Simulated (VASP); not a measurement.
# Al36BN34 (a cell with a defect) in VASP: settings compared, part 3 of 3

VASP 6.6.1.

## (5) Single point, PBE, collinear spin

Input file INCAR:

```
SYSTEM = Al36BN34
PREC = Accurate ; ENCUT = 520
EDIFF = 1E-7 ; ISMEAR = 0
SIGMA = 0.01 ; LREAL = Auto
LASPH = .True. ; NELM = 150
ALGO = Normal ; ISIF = 2
LWAVE = .False. ; LCHARG = .True.
ISPIN = 2 ; MAGMOM = 0 0 0 0 0 0 0 0 0 0 0 0 0 0.01 0 0 0 0.03 0 0 0 0 0 0 0 0 0 0 0 0.02 0 0 0 0 0 0 0 0 0 0 0.04 0 0 0 0 0 0 0 0.03 0 0.01 0.03 0 0 0.02 0 0 0 0 0 0 0 0.05 0 0 0.01 0 0 0 0 0.29
LORBIT = 11 ; NUPDOWN = 1.0
GGA = PE ; LELF = .True.
LVHAR = .True. ; NBANDS = 186
```

Input file KPOINTS:

```
Automatic mesh
0
Gamma
  1 1 1
  0.25 0.25 0.25
```

Input file POSCAR:

```
Al36BN34
1.0
    9.3892708700      0.0000000883      0.0000000000
   -4.6946355115      8.1313470508      0.0000000000
    0.0000000000      0.0000000000     10.0348065900
Al N B
36 34 1
Direct
    0.2224873910      0.1101477847      0.2510279438
    0.1121476618      0.2225882804      0.4996069649
    0.2196428344      0.1085429800      0.7523866996
    0.1113235258      0.2229407788      1.0011859589
    0.2265116854      0.4463201225      0.2513743161
    0.1111460682      0.5551779203      0.5004692744
    0.2206970752      0.4433944896      0.7510306419
    0.1115625606      0.5550498059      1.0010260388
    0.2222909792      0.7771245172      0.2508627552
    0.1100196101      0.8860306574      0.5010768244
    0.2221313207      0.7767346134      0.7507868856
    0.1111389920      0.8877841831      1.0008958446
    0.5542493139      0.1110736632      0.2511831833
    0.4317481628      0.2080344650      0.5053945432
    0.5554323494      0.1086690305      0.7514324146
    0.4441181440      0.2203716196      0.9947941050
    0.5668241946      0.4564409795      0.2369205166
    0.4441145431      0.5583251912      0.5070959062
    0.5550438743      0.4419820196      0.7424933881
    0.4445852213      0.5564578897      0.9945873665
    0.5566564238      0.7777691948      0.2511693596
    0.4430676828      0.8864323192      0.5009589537
    0.5569654953      0.7794706823      0.7512610565
    0.4443749462      0.8878562136      1.0012497818
    0.8893113010      0.1125097362      0.2518270026
    0.7755091665      0.2240915054      0.4995834693
    0.8888920855      0.1114966790      0.7496742459
    0.7788343938      0.2233017458      1.0004987445
    0.8895701734      0.4474105605      0.2505548450
    0.7840471035      0.5650359356      0.5016507979
    0.8899026252      0.4440858352      0.7494789967
    0.7818958694      0.5577909385      0.9931605473
    0.8908762683      0.7792977283      0.2498284164
    0.7781315503      0.8897862054      0.4993573211
    0.8896736321      0.7795782462      0.7503373284
    0.7787795641      0.8901776467      1.0007799115
    0.2140880138      0.1026948161      0.4394115392
    0.1142658087      0.2233588803      0.1917087864
    0.2207886201      0.1104079180      0.9432028532
    0.1115245335      0.2212419884      0.6908278383
    0.2221895132      0.4456808822      0.4414846669
    0.1126531103      0.5549359683      0.1913318190
    0.2209819625      0.4435478667      0.9406109833
    0.1116335995      0.5549874441      0.6906257379
    0.2216526852      0.7767219271      0.4411842924
    0.1133445504      0.8896762779      0.1903221239
    0.2224304761      0.7774940450      0.9412834614
    0.1114400557      0.8877180666      0.6915364575
    0.5518077217      0.1062088902      0.4404030675
    0.5563898802      0.1100754653      0.9424545749
    0.4402919798      0.2141607692      0.6971105508
    0.4451438018      0.5583131856      0.1833948854
    0.5561209494      0.4434136363      0.9397314129
    0.4432580632      0.5570844323      0.6970528015
    0.5549484257      0.7793743494      0.4412440204
    0.4446227707      0.8892276895      0.1912128620
    0.5573707428      0.7803078249      0.9407681291
    0.4442494930      0.8876045097      0.6913480248
    0.8883141634      0.1136286555      0.4412329742
    0.7765028962      0.2240070430      0.1913476442
    0.8894395385      0.1123497903      0.9412874219
    0.7768993106      0.2216090791      0.6905169299
    0.8903387780      0.4468919830      0.4408187920
    0.7875843097      0.5618883775      0.1804814078
    0.8905635818      0.4437342655      0.9391727531
    0.7817229169      0.5577661592      0.6941268281
    0.8936925120      0.7842590659      0.4397113202
    0.7792789629      0.8905756689      0.1913654009
    0.8904534627      0.7813355612      0.9395443364
    0.7783468490      0.8894791029      0.6902248529
    0.5514436521      0.4332901163      0.4328332641
```

The run is started by

```console
> cat potpaw_PBE.64/Al/POTCAR potpaw_PBE.64/N/POTCAR potpaw_PBE.64/B/POTCAR > POTCAR
> mpirun -np 1 vasp_std > vasp.out
```

It took 81 min on 1 thread of Oxide Virtual Turin-like, shared host; peak memory 1.7 GiB.

The run converged. Its results:

- Free energy: -516.3247 eV
- Pressure: 1.6 GPa
- Largest force: 0.087 eV/Å
- Net moment: 1.00 μB per cell
- Site moments: Al -0.00, +0.00, +0.01, +0.05, +0.03 (each value once); N +0.00, +0.03, -0.00, +0.02, +0.04, +0.01 (each value once); B +0.28 μB
- Valence electrons inside the program's atomic spheres: Al 0.77, 0.79, 0.81, 0.80, 0.82, 0.85, 0.83 (each value once); N 3.86, 3.84, 3.85, 3.82, 3.83, 3.87 (each value once); B 2.05

Forces in eV/Å, atoms in the order of the input:
```
Al  -0.023  0.009  0.012
Al  -0.042  0.027 -0.003
Al   0.027 -0.008 -0.004
Al  -0.033  0.017  0.011
Al   0.022 -0.018  0.003
Al  -0.020 -0.002 -0.014
Al   0.030 -0.011  0.002
Al  -0.022  0.011  0.000
Al   0.070 -0.020  0.012
Al  -0.015  0.014  0.011
Al   0.031 -0.018 -0.001
Al  -0.014  0.022 -0.034
Al   0.037 -0.010 -0.008
Al   0.031 -0.003 -0.022
Al   0.018 -0.013 -0.010
Al  -0.013  0.033 -0.022
Al  -0.004  0.001  0.018
Al  -0.004  0.070 -0.024
Al   0.013 -0.028 -0.008
Al  -0.016  0.012  0.005
Al  -0.015 -0.023 -0.003
Al  -0.004  0.025 -0.024
Al   0.020 -0.022  0.002
Al  -0.021  0.013  0.020
Al   0.017  0.023 -0.022
Al  -0.036  0.010 -0.020
Al   0.025 -0.011  0.000
Al  -0.027  0.016  0.027
Al   0.048 -0.055  0.012
Al   0.010  0.036  0.010
Al   0.035 -0.019  0.003
Al  -0.047 -0.006 -0.023
Al  -0.064  0.032  0.050
Al  -0.067  0.018 -0.006
Al   0.023 -0.003  0.003
Al  -0.032  0.020  0.005
N    0.036 -0.007  0.027
N   -0.038 -0.002  0.012
N    0.032 -0.021  0.005
N   -0.038  0.018  0.004
N    0.055 -0.029  0.005
N   -0.053  0.025 -0.008
N    0.038 -0.018 -0.005
N   -0.043  0.020  0.003
N    0.020 -0.018  0.001
N    0.027  0.008 -0.028
N    0.030 -0.020  0.000
N   -0.044  0.019 -0.005
N    0.030 -0.032 -0.004
N    0.038 -0.024  0.029
N   -0.039  0.028  0.018
N   -0.030  0.032  0.026
N    0.033 -0.010 -0.015
N   -0.044  0.028  0.008
N    0.034 -0.011  0.010
N   -0.006  0.018 -0.011
N    0.038 -0.024 -0.005
N   -0.041  0.023  0.014
N    0.048 -0.021  0.006
N   -0.011 -0.003  0.011
N    0.042 -0.023 -0.007
N   -0.047  0.020  0.005
N    0.001  0.000  0.003
N    0.004 -0.029 -0.035
N    0.038 -0.015 -0.007
N   -0.059  0.005 -0.032
N    0.050 -0.050  0.002
N   -0.021  0.016 -0.007
N    0.043 -0.033  0.004
N   -0.033  0.018 -0.001
B   -0.029 -0.032  0.015
```

Stress tensor (GPa, compression positive):
```
 0.64  0.26 -0.28
 0.26  2.08 -0.27
-0.28 -0.27  1.94
```

Caveat: the k points lie up to 0.39 Å⁻¹ apart; the total moment is fixed, so each spin has its own Fermi level and the state may be an excited one.
